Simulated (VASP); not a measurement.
# KF (R-3m) in VASP: notebook, part 2 of 2

VASP 6.6.1. Earlier steps stand in the parts before.

## 5. Single point, LDA

This run uses another cell than the first one, of 17.76 Å³/atom, 0.970 times its volume.

File INCAR:

```
ALGO = Normal ; EDIFF = 1E-7
ENCUT = 520 ; ISIF = 2
ISMEAR = 0 ; LASPH = True
LCHARG = True ; LELF = True
LREAL = False ; LVHAR = True
LWAVE = False ; NBANDS = 15
NELM = 60 ; PREC = Accurate
SIGMA = 0.05
```

File KPOINTS:

```
k-points
0
Gamma
  8 8 8
```

File POSCAR:

```
KF
1.0
    0.0560990022      2.6373414331      2.6373414331
    2.6373414331      0.0560990022      2.6373414331
    2.6373414331      2.6373414331      0.0560990022
K F
1 1
Direct
    0.0000000000      0.0000000000      0.0000000000
    0.5000000000      0.5000000000      0.5000000000
```

Potentials or basis: VASP PAW LDA potentials, release 64 (K_sv, F).

Started as:

```console
$ cat potpaw_LDA.64/K_sv/POTCAR potpaw_LDA.64/F/POTCAR > POTCAR
$ mpirun -np 1 vasp_std > vasp.out
```

OUTCAR:

```text
EDIFF = 1E-7
   ENCUT = 520
   ISIF = 2
   ISMEAR = 0
   LASPH = True
   LREAL = False
   NELM = 60
   PREC = Accurate

 ion  position               nearest neighbor table
   1  0.000  0.000  0.000-   2 2.61   2 2.61   2 2.61   2 2.61   2 2.61   2 2.61
   2  0.500  0.500  0.500-   1 2.61   1 2.61   1 2.61   1 2.61   1 2.61   1 2.61

  LATTYP: Found a trigonal (rhomboedric) cell.
 ALAT       =     3.7301858891
 COS(alpha) =     0.5211531429

  Lattice vectors:

 A1 = (   0.0560990022,   2.6373414331,   2.6373414331)
 A2 = (   2.6373414331,   0.0560990022,   2.6373414331)
 A3 = (   2.6373414331,   2.6373414331,   0.0560990022)

Analysis of symmetry for initial positions (statically):
=====================================================================
 Subroutine PRICEL returns:
 Original cell was already a primitive cell.

 Routine SETGRP: Setting up the symmetry group for a
 trigonal (rhombohedral) supercell.

 Subroutine GETGRP returns: Found 12 space group operations
 (whereof 12 operations were pure point group operations)
 out of a pool of 12 trial point group operations.

The static configuration has the point symmetry D_3d.

Analysis of symmetry for dynamics (positions and initial velocities):
=====================================================================
 Subroutine PRICEL returns:
 Original cell was already a primitive cell.

 Routine SETGRP: Setting up the symmetry group for a
 trigonal (rhombohedral) supercell.

 Subroutine GETGRP returns: Found 12 space group operations
 (whereof 12 operations were pure point group operations)
 out of a pool of 12 trial point group operations.

The dynamic configuration has the point symmetry D_3d.

 Subroutine INISYM returns: Found 12 space group operations
 (whereof 12 operations are pure point group operations),
 and found     1 'primitive' translations

----------------------------------------------------------------------------------------

                                     Primitive cell

  volume of cell :      35.5180

  direct lattice vectors                    reciprocal lattice vectors
     0.056099002  2.637341433  2.637341433    -0.195743644  0.191666693  0.191666693
     2.637341433  0.056099002  2.637341433     0.191666693 -0.195743644  0.191666693
     2.637341433  2.637341433  0.056099002     0.191666693  0.191666693 -0.195743644

  length of vectors
     3.730185889  3.730185889  3.730185889     0.334346851  0.334346851  0.334346851

  position of ions in fractional coordinates (direct lattice)
     0.000000000  0.000000000  0.000000000
     0.500000000  0.500000000  0.500000000

  ion indices of the primitive-cell ions
   primitive index   ion index
                 1           1
                 2           2

----------------------------------------------------------------------------------------

 KPOINTS: k-points

Automatic generation of k-mesh.
 Grid dimensions read from file:
 generate k-points for:    8    8    8

 Generating k-lattice:

[... 40 lines left out ...]
  0.250000  0.125000  0.125000      6.000000
  0.375000  0.125000  0.125000      6.000000
 [... further k-points ...]
   k-points           NKPTS =     65   k-points in BZ     NKDIM =     65   number of bands    NBANDS=     15
   number of dos      NEDOS =    301   number of ions     NIONS =      2
   total plane-waves  NPLWV =  21952
   dimension x,y,z NGX =    28 NGY =   28 NGZ =   28
   dimension x,y,z NGXF=    56 NGYF=   56 NGZF=   56
   ions per type =               1   1
   NGX,Y,Z   is equivalent  to a cutoff of  12.48, 12.48, 12.48 a.u.
   NGXF,Y,Z  is equivalent  to a cutoff of  24.96, 24.96, 24.96 a.u.
 SYSTEM =  unknown system
   PREC   = accura    normal or accurate (medium, high low for compatibility)
   ISTART =      0    job   : 0-new  1-cont  2-samecut
   ICHARG =      2    charge: 1-file 2-atom 10-const
   ISPIN  =      1    spin polarized calculation?
   LNONCOLLINEAR =      F non collinear calculations
   LSORBIT =      F    spin-orbit coupling
   LASPH  =      T    aspherical Exc in radial PAW
   ENCUT  =  520.0 eV  38.22 Ry    6.18 a.u.   6.94  6.94  6.94*2*pi/ulx,y,z
   NELM   =     60;   NELMIN=  2; NELMDL= -5     # of ELM steps
   EDIFF  = 0.1E-06   stopping-criterion for ELM
   LREAL  =      F    real-space projection
   EDIFFG = 0.1E-05   stopping-criterion for IOM
   NSW    =      0    number of steps for IOM
   IBRION =     -1    ionic relax: 0-MD 1-quasi-New 2-CG
   NFREE  =      0    steps in history (QN), initial steepest desc. (CG)
   ISIF   =      2    stress and relaxation
   ISYM   =      2    0-nonsym 1-usesym 2-fastsym
   POTIM  = 0.5000    time-step for ionic-motion
   TEBEG  =    0.0;   TEEND  =   0.0 temperature during run
   PSTRESS=    0.0 pullay stress
   NELECT =      16.0000    total number of electrons
   NUPDOWN=      -1.0000    fix difference up-down
   EMIN   =  10.00;   EMAX   =-10.00  energy-range for DOS
   EFERMI =   0.00;   METHOD = LEGACY
   ISMEAR =     0;   SIGMA  =   0.05  broadening in eV -4-tet -1-fermi 0-gaus
   EFERMI_NEDOS =   21; number of points for ismear=-14 and -15
   IALGO  =     38    algorithm
   IMIX   =      4    mixing-type and parameters
     AMIX     =   0.40;   BMIX     =  1.00
     AMIX_MAG =   1.60;   BMIX_MAG =  1.00
  volume/ion in A,a.u.               =      17.76       119.84
  Fermi-wavevector in a.u.,A,eV,Ry     =   1.254966  2.371542 21.428358  1.574940
  Thomas-Fermi vector in A             =   2.388746
   LORBIT       =      0    0 simple, 1 ext, 2 COOP (PROOUT), +10 PAW based schemes
   GGA     = CA    functional components
   LHFCALC =     F    Hartree Fock is set to
   AEXX    =    0.0000 exact exchange contribution
   IVDW    =     0    specifies the selected vdW correction
   LEPSILON=     F    determine dielectric tensor
   LRPA    =     F    only Hartree local field effects (RPA)
 non-spin polarized calculation
 Gauss-broadening in eV      SIGMA  =   0.05
  energy-cutoff  :      520.00
  volume of cell :       35.52
 maximum number of plane-waves:       978
   NGX = 13   NGY = 13   NGZ = 13

 number of electron      16.0000005 magnetization

 Free energy of the ion-electron system (eV)
  ---------------------------------------------------
  ext. energy  EPLUGINS =         0.00000000
  ---------------------------------------------------
  free energy    TOTEN  =        -9.06741945 eV

  energy without entropy =       -9.06741945  energy(sigma->0) =       -9.06741945

 E-fermi :  -2.7121     XC(G=0):  -9.4604

 val. band max:       -3.0124587904   @ k =   0.0000   0.0000   0.0000
 cond. band min:       3.1393496568   @ k =   0.0000   0.0000   0.0000
 fundamental gap:      6.1518084472
 Fermi energy:        -2.7121364763

 k-point     1 :       0.0000    0.0000    0.0000
  band No.  band energies     occupation
      1     -28.4838      2.00000
      2     -21.2785      2.00000
      3     -11.9096      2.00000
      4     -11.8825      2.00000
      5     -11.8825      2.00000
      6      -3.0441      2.00000
      7      -3.0125      2.00000
      8      -3.0125      2.00000
      9       3.1393      0.00000
     10       7.4386      0.00000
     11       7.7860      0.00000
     12       7.7860      0.00000
     13       9.5165      0.00000
     14       9.5165      0.00000
[... 401 lines left out ...]
      2     -21.3714      2.00000
      3     -12.1242      2.00000
      4     -12.0137      2.00000
      5     -11.8995      2.00000
      6      -3.6871      2.00000
      7      -3.3509      2.00000
      8      -3.1899      2.00000
      9       5.3732      0.00000
     10       6.8176      0.00000
     11       8.7816      0.00000
     12       8.9115      0.00000
     13      10.4498      0.00000
     14      10.7516      0.00000
     15      15.6365      0.00000

 [... further k-points ...]

------------------------ aborting loop because EDIFF is reached ----------------------------------------

  FORCE on cell =-STRESS in cart. coord.  units (eV):
  Direction    XX          YY          ZZ          XY          YZ          ZX
  --------------------------------------------------------------------------------------
  -------------------------------------------------------------------------------------
  Total       -0.2525211     -0.2525211     -0.2525211     -0.0712676     -0.0712676     -0.0712676
  in kB      -11.3909447    -11.3909447    -11.3909447     -3.2148025     -3.2148025     -3.2148025
  external PRESSURE =     -11.3909447 kB  Pullay stress =       0.0000000 kB

 VOLUME and BASIS-vectors are now :
 -----------------------------------------------------------------------------
  energy-cutoff  :      520.00
  volume of cell :       35.52
      direct lattice vectors                 reciprocal lattice vectors
     0.056099002  2.637341433  2.637341433    -0.195743644  0.191666693  0.191666693
     2.637341433  0.056099002  2.637341433     0.191666693 -0.195743644  0.191666693
     2.637341433  2.637341433  0.056099002     0.191666693  0.191666693 -0.195743644

 POSITION                                       TOTAL-FORCE (eV/Angst)
 -----------------------------------------------------------------------------------
      0.00000      0.00000      0.00000        -0.000000      0.000000     -0.000000
      2.66539      2.66539      2.66539         0.000000     -0.000000      0.000000
 -----------------------------------------------------------------------------------
    total drift:                                0.000000      0.000000      0.000000

  FREE ENERGIE OF THE ION-ELECTRON SYSTEM (eV)
  ---------------------------------------------------
  free  energy   TOTEN  =        -9.0674194503 eV

  energy  without entropy=       -9.0674194503  energy(sigma->0) =       -9.06741945
```

OSZICAR:

```text
N       E                     dE             d eps       ncg     rms          rms(c)
DAV:   1     0.117400696253E+03    0.11740E+03   -0.82191E+03  1950   0.105E+03
DAV:   2    -0.539076980718E+01   -0.12279E+03   -0.10880E+03  2441   0.294E+02
DAV:   3    -0.101150308992E+02   -0.47243E+01   -0.46959E+01  2631   0.528E+01
DAV:   4    -0.102520686910E+02   -0.13704E+00   -0.13702E+00  2581   0.863E+00
DAV:   5    -0.102542052738E+02   -0.21366E-02   -0.21366E-02  2679   0.826E-01    0.623E+00
DAV:   6    -0.914284708282E+01    0.11114E+01   -0.30851E+00  2027   0.153E+01    0.452E+00
DAV:   7    -0.909389732952E+01    0.48950E-01   -0.77871E-02  2489   0.221E+00    0.270E+00
DAV:   8    -0.906737296442E+01    0.26524E-01   -0.46885E-02  2398   0.212E+00    0.217E-01
DAV:   9    -0.906730947544E+01    0.63489E-04   -0.30643E-03  2251   0.476E-01    0.989E-02
DAV:  10    -0.906742001315E+01   -0.11054E-03   -0.27819E-04  2528   0.180E-01    0.472E-02
DAV:  11    -0.906741764945E+01    0.23637E-05   -0.41316E-05  2692   0.753E-02    0.136E-02
DAV:  12    -0.906741935658E+01   -0.17071E-05   -0.41188E-06  2486   0.223E-02    0.200E-03
DAV:  13    -0.906741947805E+01   -0.12146E-06   -0.31961E-07  2622   0.507E-03    0.220E-03
DAV:  14    -0.906741945034E+01    0.27708E-07   -0.82826E-08  1531   0.309E-03
   1 F= -.90674195E+01 E0= -.90674195E+01  d E =-.244669E-19
```

stdout:

```text
POSCAR found type information on POSCAR K F
 POSCAR found :  2 types and       2 ions
 scaLAPACK will be used
 LDA part: xc-table for (Slater(with rela. corr.)+CA(PZ))
 , standard interpolation
 POSCAR, INCAR and KPOINTS ok, starting setup
 FFT: planning ... GRIDC
 FFT: planning ... GRID_SOFT
 FFT: planning ... GRID
 WAVECAR not read
 entering main loop
```

Run time: 31 s. Hardware: 1 thread of Intel Xeon Platinum 8375C at 2.90GHz (Ice Lake), shared host; peak memory 0.15 GiB.

Results:

```
Free energy            : -9.0674 eV
Pressure               : -1.1 GPa
Band gap on the k mesh : 6.15 eV, direct
```

A k mesh can miss the band edges. As with any semilocal functional, this LDA gap is likely too small.

## 6. The runs side by side

| cell | gap on the mesh (eV) | pressure (GPa) |
| --- | --- | --- |
| a = 3.689 Å, angles 61.4°, 2 atoms | 5.98 | -2.2 |
| a = 3.710 Å, angles 59.3°, 2 atoms | 6.16 | -1.1 |
| a = 3.651 Å, angles 61.4°, 2 atoms | 6.14 | -1.1 |
| a = 3.730 Å, angles 58.6°, 2 atoms | 6.15 | -1.1 |

Alike in all rows: task single point; level LDA; potentials or basis VASP PAW LDA potentials, release 64 (K_sv, F); no spin polarisation; k mesh 8 × 8 × 8; cutoff (eV) 520; smearing gaussian 0.05 eV.

Absolute energies hang on the potentials; compare differences alone.
